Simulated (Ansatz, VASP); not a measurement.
## One calculation of Pb, two programs

File INCAR:

```
SYSTEM = Pb
PREC = Accurate
ENCUT = 500
EDIFF = 1E-6
ISMEAR = 0
SIGMA = 0.1
LREAL = .False.
LASPH = .True.
NELM = 120
ALGO = Normal
ISIF = 2
LWAVE = .False.
LCHARG = .False.
GGA = CA
NBANDS = 21
GGA_COMPAT = .False.
```

File KPOINTS:

```
regular mesh
0
Gamma
  6 6 4
  0 0 0
```

Contents of POSCAR:

```
Pb
1.0
    3.0386068135     -1.7503199600      0.0000000000
    3.0386068135      1.7503199600      0.0000000000
   -2.1154626375      0.0000000000      6.0952248674
Pb
2
Direct
    1.0324915900      0.1834915900      0.9517078000
    1.8495084100      1.0005084100      1.4042922000
```

Input for Ansatz:

```yaml
crystal:
  lattice:
    - [3.0386068135, -1.75031996, 0.0]
    - [3.0386068135, 1.75031996, 0.0]
    - [-2.1154626375, 0.0, 6.0952248674]
  atoms:
    - { symbol: Pb, position: [1.03249159, 0.18349159, 0.9517078] }
    - { symbol: Pb, position: [1.84950841, 1.00050841, 1.4042922] }
basis:
  ecutwfc: 420
kpoints:
  mp_grid: { grid: [6, 6, 4] }
hamiltonian:
  xc: lda
scf:
  occupations: { method: gaussian, width: 0.1 }
output:
  forces: true
  stress: true
  eigenvalues: true
```

Alike in both runs: task single point; functional LDA; k mesh 6 × 6 × 4; occupations gaussian, width 0.1 eV; no spin polarisation.

|  | VASP | Ansatz |
| --- | --- | --- |
| version | VASP 6.6.1 | Ansatz 0.2.0 |
| potentials or method | VASP PAW LDA potentials, release 64 (Pb_d), cutoff 500 eV | scalar-relativistic, plane waves, PAW |
| valence electrons in the cell | 28 | 28 |

```tsv
	VASP	Ansatz	Ansatz less VASP
gap on the k mesh at the Fermi level (eV)	none	none	-
pressure (GPa)	-2.7	-2.7	-0.02
traceless stress, the component that is largest in VASP (GPa)	1.73	1.72	-0.009
rms of the force components (eV/Å)	0.051	0.047	-0.0040
```

LDA's correlation is that of Perdew and Zunger in VASP and of Perdew and Wang (1992) in Ansatz. Atom by atom the forces differ by 0.004 eV/Å (rms over components). A gap of «none» marks a metal or a gap that the smearing closes.

Spin-orbit coupling is off throughout.
